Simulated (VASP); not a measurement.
CsTa2S4: single point with PBE+D3(BJ)

CsTa2S4:

```
Cs Ta S
1.0
     3.41500    0.00000    0.00000
    -1.70750    2.95748    0.00000
     0.00000    0.00000   14.69145
Cs Ta S
1 2 4
Direct
  0.33333 0.66667 0.00000
  0.00000 0.00000 0.71708
  0.00000 0.00000 0.28292
  0.66667 0.33333 0.61527
  0.66667 0.33333 0.82189
  0.66667 0.33333 0.17811
  0.66667 0.33333 0.38473
```

- Program: VASP 6.6.1
- Task: single point
- Functional: PBE
- Dispersion: D3(BJ)
- Potentials or basis: VASP PAW PBE potentials, release 64 (Cs_sv, Ta_pv, S)
- Cutoff: 520 eV
- k mesh: 6 × 6 × 2
- Occupations: gaussian, width 0.1 eV
- Spin: collinear spin
- Starting moments: [0.0, 1.0, 1.0, 0.0, 0.0, 0.0, 0.0] μB

```yaml
Pressure: 0.2 GPa
Largest_force: 0.016 eV/Å
Net_moment: 0.00 μB per cell
Valence_electrons_inside_the_program's_atomic_spheres: Cs 6.65; Ta 8.78; S 3.73, 3.78 (each value once)
Dispersion_energy_per_atom: -0.392 eV
```

Forces in eV/Å, atoms in the order of the input:
```
Cs   0.000  0.000  0.000
Ta   0.000  0.000 -0.007
Ta   0.000  0.000  0.007
S    0.000  0.000 -0.003
S    0.000  0.000 -0.016
S    0.000  0.000  0.016
S    0.000  0.000  0.003
```

Levels at points of the mesh, in eV from the Fermi level:
Spin up:
```csv
k point,band 26,band 27,band 28,band 29,band 30,band 31
"(0.00, 0.00, 0.00)",-1.25,0.46,1.28,1.52,2.37,2.37
"(0.50, 0.00, 0.00)",-1.90,-0.77,-0.31,0.66,2.01,3.05
"(0.00, 0.00, 0.50)",-1.87,0.74,1.04,1.60,2.37,2.37
"(0.50, 0.00, 0.50)",-1.98,-0.64,-0.38,0.67,2.00,3.04
```
Spin down:
| k point | band 26 | band 27 | band 28 | band 29 | band 30 | band 31 |
| --- | --- | --- | --- | --- | --- | --- |
| (0.00, 0.00, 0.00) | -1.25 | 0.46 | 1.28 | 1.52 | 2.37 | 2.37 |
| (0.50, 0.00, 0.00) | -1.90 | -0.77 | -0.31 | 0.66 | 2.01 | 3.05 |
| (0.00, 0.00, 0.50) | -1.87 | 0.74 | 1.04 | 1.60 | 2.37 | 2.37 |
| (0.50, 0.00, 0.50) | -1.98 | -0.64 | -0.38 | 0.67 | 2.00 | 3.04 |

Run time: 6.7 min on 1 thread of Intel(R) Xeon(R) Platinum 8259CL CPU @ 2.50GHz (Skylake/Cascade Lake) (shared host), peak memory 0.42 GiB.

Caveat: spin-orbit coupling is left out, which moves the levels of the heavy elements.
